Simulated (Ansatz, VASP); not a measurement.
Two plane-wave programs on MnF2

File INCAR:

```
PREC = Accurate
ENCUT = 520
EDIFF = 1E-6
ISMEAR = 0
SIGMA = 0.05
LREAL = F
LASPH = T
NELM = 150
ALGO = Normal
ISIF = 2
LWAVE = F
LCHARG = F
ISPIN = 2
MAGMOM = 4.21 4.21 0.08 0.08 0.08 0.08
LORBIT = 11
LMAXMIX = 4
LDAU = T
LDAUTYPE = 2
LDAUL = 2 -1
LDAUU = 4 0
LDAUJ = 0 0
LDAUPRINT = 1
NBANDS = 40
```

File KPOINTS:

```
regular mesh
0
Gamma
  4 4 6
```

Contents of POSCAR:

```
MnF2
1.0
    4.8733996600      0.0000000000      0.0000000000
    0.0000000000      4.8733996600      0.0000000000
    0.0000000000      0.0000000000      3.3098997700
Mn F
2 4
Direct
    0.0000000000      0.0000000000      0.0000000000
    0.5000000000      0.5000000000      0.5000000000
    0.3050000000      0.3050000000      0.0000000000
    0.1950000000      0.8050000000      0.5000000000
    0.6950000000      0.6950000000      0.0000000000
    0.8050000000      0.1950000000      0.5000000000
```

Input for Ansatz:

```yaml
crystal:
  lattice:
    - [4.87339966, 0.0, 0.0]
    - [0.0, 4.87339966, 0.0]
    - [0.0, 0.0, 3.30989977]
  atoms:
    - { symbol: Mn, position: [0.0, 0.0, 0.0], spin: 2.5 }
    - { symbol: Mn, position: [0.5, 0.5, 0.5], spin: 2.5 }
    - { symbol: F, position: [0.305, 0.305, 0.0] }
    - { symbol: F, position: [0.195, 0.805, 0.5] }
    - { symbol: F, position: [0.695, 0.695, 0.0] }
    - { symbol: F, position: [0.805, 0.195, 0.5] }
basis:
  ecutwfc: 420
  ecutrho_ratio: 4
kpoints:
  mp_grid: { grid: [4, 4, 6] }
hamiltonian:
  xc: lda
  hubbard:
    sites: [{ site: 0, l: d, u_eff: 4.0 }, { site: 1, l: d, u_eff: 4.0 }]
scf:
  occupations: { method: gaussian, width: 0.05 }
  lower_state_search: "off"
  max_iter: 150
output:
  forces: true
  stress: true
  eigenvalues: true
  populations: true
  hubbard: { sites: [{ site: 0, l: d }, { site: 1, l: d }] }
magnetization:
  spin_polarized: true
  initial_magnetization: 5.0
  spin_locking: { lock_magnetization: soft, n_iters: 12 }
```

Alike in both runs: task single point; functional LDA; k mesh 4 × 4 × 6; occupations gaussian, width 0.05 eV; collinear spin; Hubbard terms Mn d U = 4.0 eV.

|  | VASP | Ansatz |
| --- | --- | --- |
| version | VASP 6.6.1 | Ansatz 0.2.0 |
| potentials or method | VASP PAW LDA potentials, release 64 (Mn_pv, F), cutoff 520 eV | scalar-relativistic, plane waves, PAW |
| valence electrons in the cell | 54 | 58 |

Ansatz gave:

* gap on the k mesh at the Fermi level (eV): 2.18
* least direct gap on the mesh (eV): 2.18
* pressure (GPa): -3.4
* traceless stress, the component that is largest in VASP (GPa): -0.46
* rms of the force components (eV/Å): 0.022
* net moment per atom (μB): 1.67
* size of the moment on the site where the two differ most (μB): 4.21

**Question.** Which values does VASP return?

**Answer.** gap on the k mesh at the Fermi level (eV): 2.11; least direct gap on the mesh (eV): 2.11; pressure (GPa): -4.4; traceless stress, the component that is largest in VASP (GPa): -0.65; rms of the force components (eV/Å): 0.022; net moment per atom (μB): 1.67; size of the moment on the site where the two differ most (μB): 4.66.

LDA's correlation is that of Perdew and Zunger in VASP and of Perdew and Wang (1992) in Ansatz. Site moments also hang on the region over which each program counts them. The programs project onto different local orbitals, so the same U acts differently, and such runs can settle in different states. Atom by atom the forces differ by 0.000 eV/Å (rms over components). VASP's potentials hold 54 valence electrons a cell and Ansatz's 58, so a difference there can come from the potentials and not from the codes. Ansatz's warnings: stress scf threshold loose.
